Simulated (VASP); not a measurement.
Set up this calculation in VASP 6.6.1, as the native input.

- Task: single point
- Functional: PBE
- Potentials or basis: VASP PAW PBE potentials, release 64 (Ge_d)
- Cutoff: 520 eV
- k mesh: 4 × 4 × 4
- Occupations: gaussian, width 0.1 eV
- Spin: no spin polarisation
- Dipole correction: no
- Further INCAR settings: ALGO = Normal; EDIFF = 1e-06; NBANDS = 96

The structure of Ge lies in POSCAR:

```
Ge
1.0
    5.6638320600     -3.4459557000      0.0000000000
    5.6638320600      3.4459557000      0.0000000000
    0.0000000000      0.0000000000      6.3124342900
Ge
12
Direct
    0.2266267500      0.7733732500      0.0690149400
    0.7733732500      0.2266267500      0.5690149400
    0.2266267500      0.7733732500      0.4309850600
    0.7733732500      0.2266267500      0.9309850600
    0.4825087400      0.1696623100      0.4333017200
    0.5174912600      0.8303376900      0.9333017200
    0.8303376900      0.5174912600      0.0666982800
    0.1696623100      0.4825087400      0.5666982800
    0.5174912600      0.8303376900      0.5666982800
    0.4825087400      0.1696623100      0.0666982800
    0.1696623100      0.4825087400      0.9333017200
    0.8303376900      0.5174912600      0.4333017200
```

The input as run:

INCAR

```
PREC = Accurate ; ENCUT = 520
EDIFF = 1E-6 ; ISMEAR = 0
SIGMA = 0.1 ; LREAL = F
LASPH = T ; NELM = 80
ALGO = Normal ; ISIF = 2
LWAVE = F ; LCHARG = T
GGA = PE ; LELF = T
LVHAR = T ; NBANDS = 96
```

KPOINTS

```
regular mesh
0
Gamma
  4 4 4
```

Potentials or basis: VASP PAW PBE potentials, release 64 (Ge_d).

Command:

```console
$ cat potpaw_PBE.64/Ge_d/POTCAR > POTCAR
$ mpirun -np 1 vasp_std > vasp.out
```

Results of the run:

The pressure is 18.2 GPa. The largest force is 2.324 eV/Å and the band gap on the k mesh is zero (band 84 reaches 6.09 eV, above the bottom of band 85 at 5.90 eV).

Caveat: forces of over 1 eV/Å act on the atoms, so gaps and moduli don't describe the material at rest.

It took 4.1 min on 1 thread of Intel(R) Xeon(R) 6975P-C (Granite Rapids), on a shared host, peak memory 0.52 GiB.
